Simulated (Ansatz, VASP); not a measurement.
**One calculation of Ag, two programs**

Contents of INCAR:

```
PREC = Accurate
ENCUT = 520
EDIFF = 1E-6
ISMEAR = -1
SIGMA = 0.08
LREAL = F
LASPH = T
NELM = 60
ALGO = Normal
ISIF = 2
LWAVE = F
LCHARG = T
GGA = CA
LELF = T
LVHAR = T
NBANDS = 30
```

The input KPOINTS:

```
Automatic mesh
0
Gamma
  14 14 4
```

File POSCAR:

```
Ag
1.0
    2.9439228868      0.0000000000      0.0000000000
   -1.4719614434      2.5495120068      0.0000000000
    0.0000000000      0.0000000000     10.0000000000
Ag
4
Direct
    0.3333333333      0.6666666667      0.2500000000
    0.6666666667      0.3333333333      0.7500000000
    0.0000000000      0.0000000000      0.0000000000
    0.0000000000      0.0000000000      0.5000000000
```

Input for Ansatz:

```yaml
crystal:
  lattice:
    - [2.9439228868, 0.0, 0.0]
    - [-1.4719614434, 2.5495120068, 0.0]
    - [0.0, 0.0, 10.0]
  atoms:
    - { symbol: Ag, position: [0.3333333333, 0.6666666667, 0.25] }
    - { symbol: Ag, position: [0.6666666667, 0.3333333333, 0.75] }
    - { symbol: Ag, position: [0.0, 0.0, 0.0] }
    - { symbol: Ag, position: [0.0, 0.0, 0.5] }
kpoints:
  mp_grid: { grid: [14, 14, 4] }
  band_path:
    path:
      - [0.0, 0.0, 0.0]
      - [0.5, 0.0, 0.0]
      - [0.3333333333, 0.3333333333, 0.0]
      - [0.0, 0.0, 0.0]
      - [0.0, 0.0, 0.5]
      - [0.5, 0.0, 0.5]
      - [0.3333333333, 0.3333333333, 0.5]
      - [0.0, 0.0, 0.5]
      - [0.5, 0.0, 0.5]
    npoints: 5
scf:
  occupations: { method: fermi_dirac, width: 0.08 }
hamiltonian:
  xc: lda
  pseudopotentials: { kind: all_electron, lapw: { basis_error: 0.0005 } }
output:
  forces: true
  stress: true
  eigenvalues: true
```

Change from the starting cell: equal xx and yy strain of +2 %.

Alike in both runs: task single point; functional LDA; k mesh 14 × 14 × 4; occupations fermi-dirac, width 0.08 eV; no spin polarisation.

|  | VASP | Ansatz |
| --- | --- | --- |
| version | VASP 6.6.1 | Ansatz 0.2.0 |
| potentials or method | VASP PAW LDA potentials, release 64 (Ag), cutoff 520 eV | all-electron LAPW, scalar-relativistic |

|  | VASP | Ansatz | Ansatz less VASP |
| --- | --- | --- | --- |
| pressure (GPa) | -13.5 | -13.7 | -0.16 |
| traceless stress, the component that is largest in VASP (GPa) | -1.36 | -1.34 | +0.022 |

LDA's correlation is that of Perdew and Zunger in VASP and of Perdew and Wang (1992) in Ansatz. Ansatz ran all-electron here, and VASP with PAW potentials.
